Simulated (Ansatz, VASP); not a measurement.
ReP: VASP beside Ansatz

The input INCAR:

```
ALGO     = Normal         # electronic algorithm
EDIFF    = 1E-6           # SCF threshold, eV
ENCUT    = 560            # plane-wave cutoff, eV
GGA      = PE             # functional
GGA_COMPAT= False        
ISIF     = 2              # what is computed and relaxed
ISMEAR   = 0              # smearing method
LASPH    = True           # aspherical terms in the spheres
LCHARG   = True           # write CHGCAR
LELF     = True           # ELF
LREAL    = False          # projectors in reciprocal space
LVHAR    = True         
LWAVE    = False          # write WAVECAR
NBANDS   = 17             # bands
NELM     = 120            # most SCF steps
PREC     = Accurate       # precision mode
SIGMA    = 0.05           # smearing width, eV
```

File KPOINTS:

```
k-points
0
Gamma
  12 12 12
```

Contents of POSCAR:

```
ReP
1.0
    0.0000000000      2.4414829388      2.4414829388
    2.4414829388      0.0000000000      2.4414829388
    2.4414829388      2.4414829388      0.0000000000
Re P
1 1
Direct
    0.5000000000      0.5000000000      0.5000000000
    0.0000000000      0.0000000000      0.0000000000
```

Input for Ansatz:

```yaml
crystal:
  lattice:
    - [0.0, 2.4414829388, 2.4414829388]
    - [2.4414829388, 0.0, 2.4414829388]
    - [2.4414829388, 2.4414829388, 0.0]
  atoms:
    - { symbol: Re, position: [0.5, 0.5, 0.5] }
    - { symbol: P, position: [0.0, 0.0, 0.0] }
basis:
  ecutwfc: 420
  ecutrho_ratio: 4
kpoints:
  mp_grid: { grid: [12, 12, 12] }
hamiltonian:
  xc: pbe
scf:
  occupations: { method: gaussian, width: 0.05 }
output:
  forces: true
  stress: true
  eigenvalues: true
```

Alike in both runs: task single point; functional PBE; k mesh 12 × 12 × 12; occupations gaussian, width 0.05 eV; no spin polarisation.

```csv
,VASP,Ansatz
version,VASP 6.6.1,Ansatz 0.2.0
potentials or method,"VASP PAW PBE potentials, release 64 (Re_sv_GW, P), cutoff 560 eV","scalar-relativistic, plane waves, PAW"
valence electrons in the cell,20,20
```

```tsv
	VASP	Ansatz	Ansatz less VASP
gap on the k mesh at the Fermi level (eV)	none	none	-
pressure (GPa)	3.7	4.6	+0.86
```

A gap of «none» marks a metal or a gap that the smearing closes.

Neither program's run includes spin-orbit coupling.
